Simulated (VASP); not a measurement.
# K2SiSb3 (P6/mmm) in VASP: single point with PBE

Aim: the single point of K2SiSb3 with PBE.

Everything below comes from runs of VASP 6.6.1. Logs are shortened: lines on timing, memory, paths and dates and some standing lists are left out, and cuts for length are marked.

## Step 1: The cell of the first run

The structure is hexagonal, space group P6/mmm (No. 191). The conventional cell has a = 5.456 Å, b = 5.456 Å, c = 13.318 Å, α = 90.00°, β = 90.00°, γ = 120.00°. Within 4.3 Å of K (site symmetry 6mm) lie 1 Si at 3.28 Å and 1 Sb at 3.38 Å. Within 4.3 Å of Si (site symmetry 6/mmm) lie 2 K at 3.28 Å. Within 4.1 Å of Sb (site symmetry -6m2) lie 6 Sb at 3.15 Å. Sb (site symmetry 6/mmm) has 6 Sb at 3.15 Å and 2 K at 3.38 Å within 4.1 Å.

## Step 2: Single point, PBE

File INCAR:

```
SYSTEM = K2SiSb3
  ALGO = Normal
  EDIFF = 1E-6
  ENCUT = 520
  GGA = PE
  ISIF = 2
  ISMEAR = 0
  LASPH = .TRUE.
  LCHARG = .FALSE.
  LREAL = .FALSE.
  LWAVE = .FALSE.
  NBANDS = 28
  NELM = 60
  PREC = Accurate
  SIGMA = 0.1
```

File KPOINTS:

```
k-points
0
G
  12 12 4
  0 0 0
```

File POSCAR:

```
K2SiSb3
1.0
    5.4562977940      0.0000000000      0.0000000000
   -2.7281488970      4.7252925002      0.0000000000
    0.0000000000      0.0000000000     13.3180869008
K Si Sb
2 1 3
Direct
    0.0000000000      0.0000000000      0.7536686070
    0.0000000000      0.0000000000      0.2463313930
    0.0000000000      0.0000000000      0.0000000000
    0.3333333333      0.6666666667      0.5000000000
    0.6666666667      0.3333333333      0.5000000000
    0.0000000000      0.0000000000      0.5000000000
```

Potentials or basis: VASP PAW PBE potentials, release 64 (K_sv, Si, Sb).

The run is started by

```console
> cat potpaw_PBE.64/K_sv/POTCAR potpaw_PBE.64/Si/POTCAR potpaw_PBE.64/Sb/POTCAR > POTCAR
> mpirun -np 1 vasp_std > vasp.out
```

OUTCAR:

```text
SYSTEM = K2SiSb3
   EDIFF = 1E-6
   ENCUT = 520
   GGA = PE
   ISIF = 2
   ISMEAR = 0
   LASPH = .TRUE.
   LREAL = .FALSE.
   NELM = 60
   PREC = Accurate

 ion  position               nearest neighbor table
   1  0.000  0.000  0.754-   3 3.28   6 3.38
   2  0.000  0.000  0.246-   3 3.28   6 3.38
   3  0.000  0.000  0.000-   1 3.28   2 3.28
   4  0.333  0.667  0.500-   5 3.15   5 3.15   6 3.15   6 3.15   6 3.15   5 3.15
   5  0.667  0.333  0.500-   4 3.15   4 3.15   6 3.15   6 3.15   6 3.15   4 3.15
   6  0.000  0.000  0.500-   4 3.15   5 3.15   4 3.15   5 3.15   5 3.15   4 3.15   1 3.38   2 3.38

  LATTYP: Found a hexagonal cell.
 ALAT       =     5.4562977940
 C/A-ratio  =     2.4408651074

  Lattice vectors:

 A1 = (   5.4562977940,   0.0000000000,   0.0000000000)
 A2 = (  -2.7281488970,   4.7252925002,   0.0000000000)
 A3 = (   0.0000000000,   0.0000000000,  13.3180869008)

Analysis of symmetry for initial positions (statically):
=====================================================================
 Subroutine PRICEL returns:
 Original cell was already a primitive cell.

 Routine SETGRP: Setting up the symmetry group for a
 hexagonal supercell.

 Subroutine GETGRP returns: Found 24 space group operations
 (whereof 24 operations were pure point group operations)
 out of a pool of 24 trial point group operations.

The static configuration has the point symmetry D_6h.

Analysis of symmetry for dynamics (positions and initial velocities):
=====================================================================
 Subroutine PRICEL returns:
 Original cell was already a primitive cell.

 Routine SETGRP: Setting up the symmetry group for a
 hexagonal supercell.

 Subroutine GETGRP returns: Found 24 space group operations
 (whereof 24 operations were pure point group operations)
 out of a pool of 24 trial point group operations.

The dynamic configuration has the point symmetry D_6h.

 Subroutine INISYM returns: Found 24 space group operations
 (whereof 24 operations are pure point group operations),
 and found     1 'primitive' translations

----------------------------------------------------------------------------------------

                                     Primitive cell

  volume of cell :     343.3749

  direct lattice vectors                    reciprocal lattice vectors
     5.456297794  0.000000000  0.000000000     0.183274454  0.105813555  0.000000000
    -2.728148897  4.725292500  0.000000000     0.000000000  0.211627111  0.000000000
     0.000000000  0.000000000 13.318086901     0.000000000  0.000000000  0.075085859

  length of vectors
     5.456297794  5.456297794 13.318086901     0.211627111  0.211627111  0.075085859

  position of ions in fractional coordinates (direct lattice)
     0.000000000  0.000000000  0.753668607
     0.000000000  0.000000000  0.246331393
     0.000000000  0.000000000  0.000000000
     0.333333333  0.666666667  0.500000000
     0.666666667  0.333333333  0.500000000
     0.000000000  0.000000000  0.500000000

  ion indices of the primitive-cell ions
   primitive index   ion index
                 1           1
                 2           2
                 3           3
                 4           4
                 5           5
                 6           6

----------------------------------------------------------------------------------------

 KPOINTS: k-points

Automatic generation of k-mesh.
 Grid dimensions read from file:
 generate k-points for:   12   12    4

 Generating k-lattice:

  Cartesian coordinates                     Fractional coordinates (reciprocal lattice)
     0.015272871  0.008817796  0.000000000     0.083333333  0.000000000  0.000000000
     0.000000000  0.017635593  0.000000000     0.000000000  0.083333333  0.000000000
     0.000000000  0.000000000  0.018771465     0.000000000  0.000000000  0.250000000

  Length of vectors
     0.017635593  0.017635593  0.018771465

  Shift w.r.t. Gamma in fractional coordinates (k-lattice)
     0.000000000  0.000000000  0.000000000

 Subroutine IBZKPT returns following result:
 ===========================================

 Found     57 irreducible k-points:

 Following reciprocal coordinates:
            Coordinates               Weight
  0.000000  0.000000  0.000000      1.000000
  0.083333  0.000000  0.000000      6.000000
  0.166667 -0.000000  0.000000      6.000000
  0.250000  0.000000  0.000000      6.000000
  0.333333 -0.000000  0.000000      6.000000
  0.416667  0.000000  0.000000      6.000000
[... 16 lines left out ...]
  0.250000  0.000000  0.250000     12.000000
  0.333333 -0.000000  0.250000     12.000000
 [... further k-points ...]
   k-points           NKPTS =     57   k-points in BZ     NKDIM =     57   number of bands    NBANDS=     28
   number of dos      NEDOS =    301   number of ions     NIONS =      6
   total plane-waves  NPLWV = 176400
   dimension x,y,z NGX =    42 NGY =   42 NGZ =  100
   dimension x,y,z NGXF=    84 NGYF=   84 NGZF=  200
   ions per type =               2   1   3
   NGX,Y,Z   is equivalent  to a cutoff of  12.80, 12.80, 12.48 a.u.
   NGXF,Y,Z  is equivalent  to a cutoff of  25.59, 25.59, 24.97 a.u.
 SYSTEM =  K2SiSb3
   PREC   = accura    normal or accurate (medium, high low for compatibility)
   ISTART =      0    job   : 0-new  1-cont  2-samecut
   ICHARG =      2    charge: 1-file 2-atom 10-const
   ISPIN  =      1    spin polarized calculation?
   LNONCOLLINEAR =      F non collinear calculations
   LSORBIT =      F    spin-orbit coupling
   LASPH  =      T    aspherical Exc in radial PAW
   ENCUT  =  520.0 eV  38.22 Ry    6.18 a.u.  10.15 10.15 24.76*2*pi/ulx,y,z
   NELM   =     60;   NELMIN=  2; NELMDL= -5     # of ELM steps
   EDIFF  = 0.1E-05   stopping-criterion for ELM
   LREAL  =      F    real-space projection
   EDIFFG = 0.1E-04   stopping-criterion for IOM
   NSW    =      0    number of steps for IOM
   IBRION =     -1    ionic relax: 0-MD 1-quasi-New 2-CG
   NFREE  =      0    steps in history (QN), initial steepest desc. (CG)
   ISIF   =      2    stress and relaxation
   ISYM   =      2    0-nonsym 1-usesym 2-fastsym
   POTIM  = 0.5000    time-step for ionic-motion
   TEBEG  =    0.0;   TEEND  =   0.0 temperature during run
   PSTRESS=    0.0 pullay stress
   NELECT =      37.0000    total number of electrons
   NUPDOWN=      -1.0000    fix difference up-down
   EMIN   =  10.00;   EMAX   =-10.00  energy-range for DOS
   EFERMI =   0.00;   METHOD = LEGACY
   ISMEAR =     0;   SIGMA  =   0.10  broadening in eV -4-tet -1-fermi 0-gaus
   EFERMI_NEDOS =   21; number of points for ismear=-14 and -15
   IALGO  =     38    algorithm
   IMIX   =      4    mixing-type and parameters
     AMIX     =   0.40;   BMIX     =  1.00
     AMIX_MAG =   1.60;   BMIX_MAG =  1.00
  volume/ion in A,a.u.               =      57.23       386.20
  Fermi-wavevector in a.u.,A,eV,Ry     =   0.779027  1.472148  8.257146  0.606883
  Thomas-Fermi vector in A             =   1.882046
   LORBIT       =      0    0 simple, 1 ext, 2 COOP (PROOUT), +10 PAW based schemes
   GGA     = PE    functional components
   LHFCALC =     F    Hartree Fock is set to
   AEXX    =    0.0000 exact exchange contribution
   IVDW    =     0    specifies the selected vdW correction
   LEPSILON=     F    determine dielectric tensor
   LRPA    =     F    only Hartree local field effects (RPA)
 non-spin polarized calculation
 Gauss-broadening in eV      SIGMA  =   0.10
  energy-cutoff  :      520.00
  volume of cell :      343.37
 maximum number of plane-waves:      9284
 NGX is ok and might be reduce to    42
   NGX = 21   NGY = 21   NGZ = 49

 number of electron      37.0000000 magnetization

 Free energy of the ion-electron system (eV)
  ---------------------------------------------------
  ext. energy  EPLUGINS =         0.00000000
  ---------------------------------------------------
  free energy    TOTEN  =       -15.91170988 eV

  energy without entropy =      -15.86027220  energy(sigma->0) =      -15.88599104

 E-fermi :   0.9066     XC(G=0):  -6.1111

 val. band max:        0.9046014365   @ k =   0.3333   0.2500   0.2500
 cond. band min:       0.9137711886   @ k =   0.1667   0.1667   0.0000
 fundamental gap:      0.0091697522
 Fermi energy:         0.9065686608

 k-point     1 :       0.0000    0.0000    0.0000
  band No.  band energies     occupation
      1     -30.4513      2.00000
      2     -30.4513      2.00000
      3     -13.9780      2.00000
      4     -13.9780      2.00000
      5     -13.9778      2.00000
      6     -13.9778      2.00000
[... 20 lines left out ...]
     27       5.3427      0.00000
     28       5.4138      0.00000

 k-point     2 :       0.0833    0.0000    0.0000
  band No.  band energies     occupation
      1     -30.4513      2.00000
      2     -30.4513      2.00000
      3     -13.9786      2.00000
      4     -13.9784      2.00000
      5     -13.9782      2.00000
      6     -13.9780      2.00000
[... 20 lines left out ...]
     27       5.2008      0.00000
     28       5.6140      0.00000

 k-point     3 :       0.1667   -0.0000    0.0000
  band No.  band energies     occupation
      1     -30.4512      2.00000
      2     -30.4512      2.00000
      3     -13.9803      2.00000
      4     -13.9800      2.00000
      5     -13.9786      2.00000
      6     -13.9784      2.00000
[... 20 lines left out ...]
     27       5.2568      0.00000
     28       5.2612      0.00000

 k-point     4 :       0.2500    0.0000    0.0000
  band No.  band energies     occupation
      1     -30.4512      2.00000
      2     -30.4512      2.00000
      3     -13.9825      2.00000
      4     -13.9822      2.00000
      5     -13.9791      2.00000
      6     -13.9789      2.00000
[... 578 lines left out ...]
     27       5.2000      0.00000
     28       5.3236      0.00000

 k-point    23 :       0.2500    0.0000    0.2500
  band No.  band energies     occupation
      1     -30.4512      2.00000
      2     -30.4512      2.00000
      3     -13.9825      2.00000
      4     -13.9822      2.00000
      5     -13.9791      2.00000
      6     -13.9789      2.00000
[... 20 lines left out ...]
     27       4.8292      0.00000
     28       4.8917      0.00000

 k-point    24 :       0.3333   -0.0000    0.2500
  band No.  band energies     occupation
      1     -30.4511      2.00000
      2     -30.4511      2.00000
      3     -13.9847      2.00000
      4     -13.9844      2.00000
      5     -13.9797      2.00000
      6     -13.9795      2.00000
[... 20 lines left out ...]
     27       4.4769      0.00000
     28       4.6594      0.00000

 [... further k-points ...]
[... 5 lines left out ...]
  --------------------------------------------------------------------------------------
  -------------------------------------------------------------------------------------
  Total       -0.0488064     -0.0488064      0.1285214      0.0000000     -0.0000000      0.0000000
  in kB       -0.2277290     -0.2277290      0.5996773      0.0000000     -0.0000000      0.0000000
  external PRESSURE =       0.0480731 kB  Pullay stress =       0.0000000 kB

 VOLUME and BASIS-vectors are now :
 -----------------------------------------------------------------------------
  energy-cutoff  :      520.00
  volume of cell :      343.37
      direct lattice vectors                 reciprocal lattice vectors
     5.456297794  0.000000000  0.000000000     0.183274454  0.105813555  0.000000000
    -2.728148897  4.725292500  0.000000000     0.000000000  0.211627111  0.000000000
     0.000000000  0.000000000 13.318086901     0.000000000  0.000000000  0.075085859

 POSITION                                       TOTAL-FORCE (eV/Angst)
 -----------------------------------------------------------------------------------
      0.00000      0.00000     10.03742        -0.000000      0.000000     -0.002800
      0.00000      0.00000      3.28066         0.000000      0.000000      0.002800
      0.00000      0.00000      0.00000        -0.000000      0.000000     -0.000000
     -0.00000      3.15020      6.65904        -0.000000      0.000000     -0.000000
      2.72815      1.57510      6.65904         0.000000     -0.000000     -0.000000
      0.00000      0.00000      6.65904        -0.000000      0.000000     -0.000000
 -----------------------------------------------------------------------------------
    total drift:                               -0.000000     -0.000000     -0.000000

  FREE ENERGIE OF THE ION-ELECTRON SYSTEM (eV)
  ---------------------------------------------------
  free  energy   TOTEN  =       -15.9117098821 eV

  energy  without entropy=      -15.8602721962  energy(sigma->0) =      -15.88599104
```

Wall time 18 min (1 thread of Intel Xeon Platinum 8175M at 2.50GHz (Skylake/Cascade Lake), shared host); peak memory 0.78 GiB.

Results:

| Property | Result |
| --- | --- |
| Free energy | -15.9117 eV |
| Pressure | 0.0 GPa |
| Band gap on the k mesh | zero (an odd number of electrons rules out a gap without spin polarisation) |

Forces in eV/Å, atoms in the order of the input:
```
K    0.000  0.000 -0.003
K    0.000  0.000  0.003
Si   0.000  0.000  0.000
Sb   0.000  0.000  0.000
Sb   0.000  0.000  0.000
Sb   0.000  0.000  0.000
```

Caveat: spin-orbit coupling is left out, which moves the levels of the heavy elements.
